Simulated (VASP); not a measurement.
Input of a VASP 6.6.1 run:

Contents of INCAR:

```
SYSTEM = Al4Ir
PREC = Accurate
ENCUT = 520
EDIFF = 1E-6
ISMEAR = 0
SIGMA = 0.1
LREAL = .FALSE.
LASPH = .TRUE.
NELM = 100
ALGO = Fast
ISIF = 2
LWAVE = .FALSE.
LCHARG = .FALSE.
GGA = PE
NBANDS = 32
```

The input KPOINTS:

```
Automatic mesh
0
G
  6 6 8
  0 0 0
```

POSCAR

```
Al4Ir
1.0
    7.6537236493      0.0000000000      0.0000000000
   -3.8268618246      6.6283191139      0.0000000000
    0.0000000000      0.0000000000      5.2678898444
Al Ir
8 2
Direct
    0.5000000000      0.5000000000      0.5000000000
    0.5000000000      0.0000000000      0.5000000000
    0.0000000000      0.5000000000      0.5000000000
    0.5000000000      0.5000000000      0.0000000000
    0.5000000000      0.0000000000      0.0000000000
    0.0000000000      0.5000000000      0.0000000000
    0.3333333333      0.6666666667      0.7500000000
    0.6666666667      0.3333333333      0.2500000000
    0.3333333333      0.6666666667      0.2500000000
    0.6666666667      0.3333333333      0.7500000000
```

Potentials or basis: VASP PAW PBE potentials, release 64 (Al, Ir).

The run is started by

```sh
$ cat potpaw_PBE.64/Al/POTCAR potpaw_PBE.64/Ir/POTCAR > POTCAR
$ mpirun -np 1 vasp_std > vasp.out
```

Estimate the pressure.

0.0 GPa.

What does it give for the band gap on the k mesh?

Zero (band 21 reaches 3.82 eV, above the bottom of band 22 at 3.11 eV).

Caveat: spin-orbit coupling is left out, which moves the levels of the heavy elements.
